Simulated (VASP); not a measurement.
Set up this calculation in VASP 6.6.1, as the native input.

```yaml
Task: relaxation of cell and atoms
Functional: PBEsol
Potentials_or_basis: VASP PAW PBE potentials, release 64 (Rh_pv)
Cutoff: 600 eV
k_mesh: 8 × 8 × 8
Occupations: gaussian, width 0.1 eV
Spin: no spin polarisation
Dipole_correction: no
Further_INCAR_settings: ALGO = Fast; EDIFF = 1e-06; IBRION = 2; EDIFFG = -0.05; NSW = 80; ISIF = 3
```

The structure of Rh lies in POSCAR:

```
Rh
1.0
    0.0000000000      1.9242950730      1.9242950730
    1.9242950730      0.0000000000      1.9242950730
    1.9242950730      1.9242950730      0.0000000000
Rh
1
Direct
    0.0000000000      0.0000000000      0.0000000000
```

These files were run (other wordings do the same):

INCAR

```
PREC     = Accurate       # precision mode
ENCUT    = 600            # plane-wave cutoff, eV
EDIFF    = 1E-6           # SCF threshold, eV
ISMEAR   = 0              # smearing method
SIGMA    = 0.1            # smearing width, eV
LREAL    = False          # projectors in reciprocal space
LASPH    = True           # aspherical terms in the spheres
NELM     = 80             # most SCF steps
ALGO     = Fast           # electronic algorithm
ISIF     = 3              # what is computed and relaxed
LWAVE    = False          # write WAVECAR
LCHARG   = False          # write CHGCAR
GGA      = PS             # functional
IBRION   = 2              # ionic algorithm
NSW      = 80             # ionic steps
EDIFFG   = -0.05          # ionic threshold
```

KPOINTS

```
Automatic mesh
0
Gamma
  8 8 8
```

Potentials or basis: VASP PAW PBE potentials, release 64 (Rh_pv).

Launch:

```console
$ cat potpaw_PBE.64/Rh_pv/POTCAR > POTCAR
$ mpirun -np 1 vasp_std > vasp.out
```

Results of the run:

* Relaxed volume: 13.54 Å³/atom
* Relaxed cell: a = 2.676 Å, b = 2.676 Å, c = 2.676 Å, α = 60.00°, β = 60.00°, γ = 60.00°
* Space group after relaxing (to 0.05 Å): Fm-3m (No. 225)
* Energy gained by relaxing: 31.0 meV/atom
* Ionic steps: 4
* Pressure after relaxing: -0.2 GPa

Caveat: the PAW data sets were made with another functional, which shifts forces and pressure a little.

Wall time 35 s on 1 thread of Intel Xeon 8259CL (shared host), peak memory 0.14 GiB.
